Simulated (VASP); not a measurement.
Here is a VASP 6.6.1 calculation.

POSCAR

```
Sb
1.0
    3.3874010554      0.0000000000      0.0000000000
   -1.6937005277      2.9335753668      0.0000000000
    0.0000000000      0.0000000000      5.4571240489
Sb
2
Direct
    0.3333333333      0.6666666667      0.2500000000
    0.6666666667      0.3333333333      0.7500000000
```

The input INCAR.step1:

```
SYSTEM = Sb
PREC = Accurate
ENCUT = 520
ISMEAR = 0
SIGMA = 0.1
LREAL = .FALSE.
LASPH = .TRUE.
NELM = 60
NBANDS = 12
GGA = PE
ALGO = Normal
EDIFF = 1E-4
LWAVE = .TRUE.
LCHARG = .FALSE.
```

The input INCAR.step2:

```
SYSTEM = Sb
PREC = Accurate
ENCUT = 520
EDIFF = 1E-6
ISMEAR = 0
SIGMA = 0.1
LREAL = .FALSE.
LASPH = .TRUE.
NELM = 60
ALGO = Normal
ISIF = 2
LWAVE = .FALSE.
LCHARG = .FALSE.
METAGGA = R2SCAN
LMIXTAU = .TRUE.
NBANDS = 12
ISTART = 1
```

Contents of KPOINTS:

```
Automatic mesh
0
G
  7 7 4
  0 0 0
```

Potentials or basis: VASP PAW PBE potentials, release 64 (Sb).

Run with:

```bash
$ cat potpaw_PBE.64/Sb/POTCAR > POTCAR
$ cp INCAR.step1 INCAR
$ mpirun -np 1 vasp_std > vasp.out
$ cp INCAR.step2 INCAR
$ mpirun -np 1 vasp_std > vasp.out
```

(1) Predict the pressure.

(2) What does it give for the band gap on the k mesh?

## Answers

(1) -0.1 GPa.

(2) zero (band 5 reaches 12.81 eV, above the bottom of band 6 at 5.63 eV).

Caveat: the PAW data sets were made with another functional, which shifts forces and pressure a little; spin-orbit coupling is left out, which moves the levels of the heavy elements.
